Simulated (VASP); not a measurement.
# Ce (Fm-3m) in VASP: further runs, part 2 of 2

VASP 6.6.1.

## Step 3: Single point, LDA, collinear spin, ferromagnetic start

INCAR reads:

```
PREC     = Accurate       # precision mode
ENCUT    = 520            # plane-wave cutoff, eV
EDIFF    = 1E-6           # SCF threshold, eV
ISMEAR   = 0              # smearing method
SIGMA    = 0.01           # smearing width, eV
LREAL    = False          # projectors in reciprocal space
LASPH    = True           # aspherical terms in the spheres
NELM     = 150            # most SCF steps
ALGO     = Normal         # electronic algorithm
ISIF     = 2              # what is computed and relaxed
LWAVE    = False          # write WAVECAR
LCHARG   = False          # write CHGCAR
ISPIN    = 2              # spin polarisation
MAGMOM   = 1              # initial moments
LORBIT   = 11             # projections on sites
LMAXMIX  = 6              # l up to which the mixer works
GGA      = CA             # functional
NBANDS   = 16             # bands
```

KPOINTS reads:

```
Automatic mesh
0
Gamma
  12 12 12
```

POSCAR reads:

```
Ce
1.0
    0.0000000000      2.2611878689      2.2611878689
    2.2611878689      0.0000000000      2.2611878689
    2.2611878689      2.2611878689      0.0000000000
Ce
1
Direct
    0.0000000000      0.0000000000      0.0000000000
```

Potentials or basis: VASP PAW LDA potentials, release 64 (Ce).

Launch:

```
> cat potpaw_LDA.64/Ce/POTCAR > POTCAR
> mpirun -np 1 vasp_std > vasp.out
```

OUTCAR:

```text
PREC = Accurate
   ENCUT = 520
   EDIFF = 1E-6
   ISMEAR = 0
   LREAL = False
   LASPH = True
   NELM = 150
   ISIF = 2
   ISPIN = 2
   LORBIT = 11
   GGA = CA

 ion  position               nearest neighbor table
   1  0.000  0.000  0.000-

  LATTYP: Found a face centered cubic cell.
 ALAT       =     4.5223757378

  Lattice vectors:

 A1 = (   0.0000000000,   2.2611878689,   2.2611878689)
 A2 = (   2.2611878689,   0.0000000000,   2.2611878689)
 A3 = (   2.2611878689,   2.2611878689,   0.0000000000)

Analysis of symmetry for initial positions (statically):
=====================================================================
 Subroutine PRICEL returns:
 Original cell was already a primitive cell.

 Routine SETGRP: Setting up the symmetry group for a
 face centered cubic supercell.

 Subroutine GETGRP returns: Found 48 space group operations
 (whereof 48 operations were pure point group operations)
 out of a pool of 48 trial point group operations.

The static configuration has the point symmetry O_h .

Analysis of symmetry for dynamics (positions and initial velocities):
=====================================================================
 Subroutine PRICEL returns:
 Original cell was already a primitive cell.
[... 632 lines left out ...]
     15      15.0684      0.00000
     16      18.9596      0.00000

 [... further k-points ...]

 spin component 2

 k-point     1 :       0.0000    0.0000    0.0000
  band No.  band energies     occupation
      1     -24.1106      1.00000
      2      -4.5790      1.00000
      3      -4.5790      1.00000
      4      -4.5790      1.00000
      5       8.3214      1.00000
      6      10.3431      1.00000
[... 435 lines left out ...]
      5       9.2976      1.00000
      6      10.0714      1.00000
[... 8 lines left out ...]
     15      15.0683      0.00000
     16      18.9595      0.00000

 [... further k-points ...]
[... 5 lines left out ...]
  --------------------------------------------------------------------------------------
  -------------------------------------------------------------------------------------
  Total       -0.0709871     -0.0709871     -0.0709871      0.0000000      0.0000000     -0.0000000
  in kB       -4.9186989     -4.9186989     -4.9186989      0.0000000      0.0000000     -0.0000000
  external PRESSURE =      -4.9186989 kB  Pullay stress =       0.0000000 kB

 VOLUME and BASIS-vectors are now :
 -----------------------------------------------------------------------------
  energy-cutoff  :      520.00
  volume of cell :       23.12
      direct lattice vectors                 reciprocal lattice vectors
     0.000000000  2.261187869  2.261187869    -0.221122715  0.221122715  0.221122715
     2.261187869  0.000000000  2.261187869     0.221122715 -0.221122715  0.221122715
     2.261187869  2.261187869  0.000000000     0.221122715  0.221122715 -0.221122715

 POSITION                                       TOTAL-FORCE (eV/Angst)
 -----------------------------------------------------------------------------------
      0.00000      0.00000      0.00000         0.000000      0.000000     -0.000000
 -----------------------------------------------------------------------------------
    total drift:                                0.000000      0.000000      0.000000

  FREE ENERGIE OF THE ION-ELECTRON SYSTEM (eV)
  ---------------------------------------------------
  free  energy   TOTEN  =        -6.9015812351 eV

  energy  without entropy=       -6.9014443313  energy(sigma->0) =       -6.90151278

 total charge

# of ion       s       p       d       f       tot
--------------------------------------------------
    1        2.088   5.534   1.402   1.125  10.149

 magnetization (x)

# of ion       s       p       d       f       tot
--------------------------------------------------
    1       -0.000  -0.000  -0.000   0.000  -0.000
```

Run time: 26 s. Hardware: 1 thread of Intel Xeon 6975P-C, shared host; peak memory 0.18 GiB.

What came out:

```yaml
Free_energy: -6.9016 eV
Pressure: -0.5 GPa
Band_gap_on_the_k_mesh: zero (filled and empty bands overlap)
Net_moment: 0.00 μB per cell
Valence_electrons_inside_the_program's_atomic_spheres: Ce 10.15
```

Levels at points of the mesh, in eV from the Fermi level:
Spin up:
```tsv
k point	band 4	band 5	band 6	band 7	band 8	band 9
(0.00, 0.00, 0.00)	-15.33	-2.43	-0.41	0.36	0.36	0.36
(0.50, 0.00, 0.00)	-15.85	-2.30	-0.31	0.43	0.43	0.87
(0.50, 0.50, 0.00)	-16.80	-3.48	-2.82	0.48	0.66	0.66
```
Spin down:
| k point | band 4 | band 5 | band 6 | band 7 | band 8 | band 9 |
| --- | --- | --- | --- | --- | --- | --- |
| (0.00, 0.00, 0.00) | -15.33 | -2.43 | -0.41 | 0.36 | 0.36 | 0.36 |
| (0.50, 0.00, 0.00) | -15.85 | -2.30 | -0.31 | 0.43 | 0.43 | 0.87 |
| (0.50, 0.50, 0.00) | -16.80 | -3.48 | -2.82 | 0.48 | 0.66 | 0.66 |

Caveat: the magnetic or orbital state may not be the lowest; spin-orbit coupling is left out, which moves the levels of the heavy elements.

## Step 4: Single point, LDA, collinear spin, ferromagnetic start

INCAR reads:

```
ALGO = Normal ; EDIFF = 1E-6
ENCUT = 520 ; ISIF = 2
ISMEAR = 0 ; ISPIN = 2
LASPH = True ; LCHARG = False
LMAXMIX = 6 ; LORBIT = 11
LREAL = False ; LWAVE = False
MAGMOM = 1 ; NBANDS = 16
NELM = 150 ; PREC = Accurate
SIGMA = 0.03
```

KPOINTS reads:

```
k-points
0
Gamma
  12 12 12
```

POSCAR is that of step 3.

Launch:

```
> cat potpaw_LDA.64/Ce/POTCAR > POTCAR
> mpirun -np 1 vasp_std > vasp.out
```

It took 31 s on 1 thread of Intel Xeon 6975P-C, shared host; peak memory 0.17 GiB.

Results (log left out):

| Property | Result |
| --- | --- |
| Free energy | -6.9021 eV |
| Pressure | -0.5 GPa |
| Band gap on the k mesh | zero (filled and empty bands overlap) |
| Net moment | 0.00 μB per cell |
| Valence electrons inside the program's atomic spheres | Ce 10.15 |

Levels at points of the mesh, in eV from the Fermi level:
Spin up:
```tsv
k point	band 2	band 3	band 4	band 5	band 6	band 7	band 8	band 9	band 10	band 11
(0.00, 0.00, 0.00)	-15.33	-15.33	-15.33	-2.43	-0.41	0.36	0.36	0.36	1.29	1.29
(0.50, 0.00, 0.00)	-19.35	-15.84	-15.84	-2.30	-0.31	0.43	0.43	0.88	1.11	1.11
(0.50, 0.50, 0.00)	-19.04	-16.80	-16.80	-3.47	-2.82	0.49	0.66	0.66	0.80	0.98
```
Spin down:
| k point | band 3 | band 4 | band 5 | band 6 | band 7 | band 8 | band 9 | band 10 |
| --- | --- | --- | --- | --- | --- | --- | --- | --- |
| (0.00, 0.00, 0.00) | -15.33 | -15.33 | -2.43 | -0.41 | 0.36 | 0.36 | 0.36 | 1.29 |
| (0.50, 0.00, 0.00) | -15.84 | -15.84 | -2.30 | -0.31 | 0.44 | 0.44 | 0.88 | 1.11 |
| (0.50, 0.50, 0.00) | -16.80 | -16.80 | -3.47 | -2.82 | 0.49 | 0.67 | 0.67 | 0.80 |

Caveat: the magnetic or orbital state may not be the lowest; spin-orbit coupling is left out, which moves the levels of the heavy elements. The state reached can hang on the start; a lower one may exist.

## Step 5: Single point, LDA, collinear spin, ferromagnetic start

INCAR reads:

```
ALGO = Normal
EDIFF = 1E-6
ENCUT = 520
ISIF = 2
ISMEAR = 0
ISPIN = 2
LASPH = T
LCHARG = F
LMAXMIX = 6
LORBIT = 11
LREAL = F
LWAVE = F
MAGMOM = 1
NBANDS = 16
NELM = 150
PREC = Accurate
SIGMA = 0.1
```

KPOINTS is that of step 4.

POSCAR is that of step 4.

Potentials or basis: VASP PAW LDA potentials, release 64 (Ce).

Launch:

```
> cat potpaw_LDA.64/Ce/POTCAR > POTCAR
> mpirun -np 1 vasp_std > vasp.out
```

OUTCAR:

```text
EDIFF = 1E-6
   ENCUT = 520
   ISIF = 2
   ISMEAR = 0
   ISPIN = 2
   LASPH = T
   LORBIT = 11
   LREAL = F
   NELM = 150
   PREC = Accurate

 ion  position               nearest neighbor table
   1  0.000  0.000  0.000-

  LATTYP: Found a face centered cubic cell.
 ALAT       =     4.5223757378

  Lattice vectors:

 A1 = (   0.0000000000,   2.2611878689,   2.2611878689)
 A2 = (   2.2611878689,   0.0000000000,   2.2611878689)
 A3 = (   2.2611878689,   2.2611878689,   0.0000000000)

Analysis of symmetry for initial positions (statically):
=====================================================================
 Subroutine PRICEL returns:
[... 1118 lines left out ...]
  Total       -0.0744032     -0.0744032     -0.0744032      0.0000000     -0.0000000      0.0000000
  in kB       -5.1553993     -5.1553993     -5.1553993      0.0000000     -0.0000000      0.0000000
  external PRESSURE =      -5.1553993 kB  Pullay stress =       0.0000000 kB

 VOLUME and BASIS-vectors are now :
 -----------------------------------------------------------------------------
  energy-cutoff  :      520.00
  volume of cell :       23.12
      direct lattice vectors                 reciprocal lattice vectors
     0.000000000  2.261187869  2.261187869    -0.221122715  0.221122715  0.221122715
     2.261187869  0.000000000  2.261187869     0.221122715 -0.221122715  0.221122715
     2.261187869  2.261187869  0.000000000     0.221122715  0.221122715 -0.221122715

 POSITION                                       TOTAL-FORCE (eV/Angst)
 -----------------------------------------------------------------------------------
      0.00000      0.00000      0.00000         0.000000      0.000000      0.000000
 -----------------------------------------------------------------------------------
    total drift:                                0.000000      0.000000      0.000000

  FREE ENERGIE OF THE ION-ELECTRON SYSTEM (eV)
  ---------------------------------------------------
  free  energy   TOTEN  =        -6.9068622937 eV

  energy  without entropy=       -6.8959717052  energy(sigma->0) =       -6.90141700

 total charge

# of ion       s       p       d       f       tot
--------------------------------------------------
    1        2.088   5.534   1.402   1.126  10.150

 magnetization (x)

# of ion       s       p       d       f       tot
--------------------------------------------------
    1        0.000  -0.000  -0.000   0.000   0.000
```

OSZICAR:

```text
N       E                     dE             d eps       ncg     rms          rms(c)
DAV:   1     0.767321545307E+02    0.76732E+02   -0.49517E+03  4888   0.904E+02
DAV:   2    -0.241396559667E+01   -0.79146E+02   -0.65450E+02  5624   0.153E+02
DAV:   3    -0.725587313721E+01   -0.48419E+01   -0.47539E+01  5112   0.494E+01
DAV:   4    -0.738567759005E+01   -0.12980E+00   -0.12922E+00  8064   0.558E+00
DAV:   5    -0.738600786634E+01   -0.33028E-03   -0.33025E-03  5216   0.380E-01    0.562E+02
DAV:   6    -0.722744930397E+01    0.15856E+00   -0.34742E+00  4640   0.145E+01    0.647E+01
DAV:   7    -0.753015476794E+01   -0.30271E+00   -0.35456E+00  4608   0.197E+01    0.337E+02
DAV:   8    -0.691243587149E+01    0.61772E+00   -0.78937E-01  4664   0.821E+00    0.373E+01
DAV:   9    -0.693140448587E+01   -0.18969E-01   -0.49331E-02  6464   0.133E+00    0.674E+01
DAV:  10    -0.690643796961E+01    0.24967E-01   -0.46675E-02  4664   0.206E+00    0.164E+00
DAV:  11    -0.690688669105E+01   -0.44872E-03   -0.26732E-03  7160   0.245E-01    0.612E-01
DAV:  12    -0.690688609404E+01    0.59701E-06   -0.82592E-05  6344   0.663E-02    0.537E-01
DAV:  13    -0.690686557663E+01    0.20517E-04   -0.13221E-05  6192   0.360E-02    0.140E-01
DAV:  14    -0.690686284339E+01    0.27332E-05   -0.32766E-06  6256   0.112E-02    0.220E-02
DAV:  15    -0.690686229367E+01    0.54972E-06   -0.11714E-06  3960   0.592E-03
   1 F= -.69068623E+01 E0= -.69014170E+01  d E =-.108906E-01  mag=     0.0001
```

Run time: 32 s. Hardware: 1 thread of Intel Xeon 6975P-C, shared host; peak memory 0.18 GiB.

What came out:

```yaml
Free_energy: -6.9069 eV
Pressure: -0.5 GPa
Band_gap_on_the_k_mesh: zero (filled and empty bands overlap)
Net_moment: 0.00 μB per cell
Valence_electrons_inside_the_program's_atomic_spheres: Ce 10.15
```

Caveat: the magnetic or orbital state may not be the lowest; spin-orbit coupling is left out, which moves the levels of the heavy elements. The state reached can hang on the start; a lower one may exist.

## Step 6: Summary

```tsv
smearing	gap on the mesh (eV)	pressure (GPa)	moment (μB)
fermi-dirac 0.05 eV	none	-0.5	0.00
gaussian 0.01 eV	none	-0.5	0.00
gaussian 0.03 eV	none	-0.5	0.00
gaussian 0.1 eV	none	-0.5	0.00
```

Alike in all rows: task single point; level LDA; potentials or basis VASP PAW LDA potentials, release 64 (Ce); spin collinear, ferromagnetic start; cell as given; k mesh 12 × 12 × 12; cutoff (eV) 520.

Every run on the cell as given and a fine mesh finds a metal.

Caveats: the magnetic or orbital state may not be the lowest; spin-orbit coupling is left out, which moves the levels of the heavy elements.

Absolute energies hang on the potentials; compare differences alone.
